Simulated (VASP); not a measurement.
A run of VASP 6.6.1 is set up as follows.

The input INCAR:

```
SYSTEM = Y2Hf3O9
PREC     = Accurate       ! precision mode
ENCUT    = 520            ! plane-wave cutoff, eV
EDIFF    = 1E-6           ! SCF threshold, eV
ISMEAR   = 0              ! smearing method
SIGMA    = 0.02           ! smearing width, eV
LREAL    = .False.        ! projectors in reciprocal space
LASPH    = .True.         ! aspherical terms in the spheres
NELM     = 100            ! most SCF steps
ALGO     = Normal         ! electronic algorithm
ISIF     = 2              ! what is computed and relaxed
LWAVE    = .False.        ! write WAVECAR
LCHARG   = .True.         ! write CHGCAR
GGA      = PS             ! functional
LELF     = .True.         ! ELF
LVHAR    = .True.       
NBANDS   = 66             ! bands
```

The input KPOINTS:

```
regular mesh
0
Gamma
  5 4 4
  0 0 0
```

File POSCAR:

```
Y2Hf3O9
1.0
   -5.2103490000      0.0711050000      0.0261120000
   -2.6893350000      5.1322150000      2.4865990000
   -2.6146150000      2.6700520000     -5.1063670000
O Y Hf
9 2 3
Direct
    0.5893442320      0.3810428547      0.9489042999
    0.2522112243      0.5424700484      0.4406249774
    0.8145625289      0.6879549261      0.1077249219
    0.4563087869      0.8633332905      0.7290800487
    0.0992383252      0.0609393228      0.2714050905
    0.9614616485      0.8991835681      0.6984893341
    0.5197804107      0.0972996205      0.3221137825
    0.1593790468      0.3093891284      0.8802335725
    0.7814985583      0.4807634325      0.5015000301
    0.9560040100      0.0266439563      0.0018328351
    0.6052200626      0.1967747417      0.5901494199
    0.1814761754      0.3698782692      0.1950314188
    0.8516667466      0.5998569249      0.7645948554
    0.4174923559      0.7986573730      0.4323913030
```

Potentials or basis: VASP PAW PBE potentials, release 64 (O, Y_sv, Hf_pv).

Run with:

```bash
$ cat potpaw_PBE.64/O/POTCAR potpaw_PBE.64/Y_sv/POTCAR potpaw_PBE.64/Hf_pv/POTCAR > POTCAR
$ mpirun -np 1 vasp_std > vasp.out
```

Q: What does it give for the pressure?

A: -1.9 GPa.

Q: Estimate the band gap on the k mesh.

A: 4.18 eV (least direct gap 4.22 eV).

Q: Predict the largest force.

A: 0.160 eV/Å.

Stress tensor (GPa, compression positive):
```
-1.83 -0.06 -0.05
-0.06 -1.80 -0.08
-0.05 -0.08 -1.92
```

Caveat: the PAW data sets were made with another functional, which shifts forces and pressure a little; spin-orbit coupling is left out, which moves the levels of the heavy elements. A k mesh can miss the band edges.
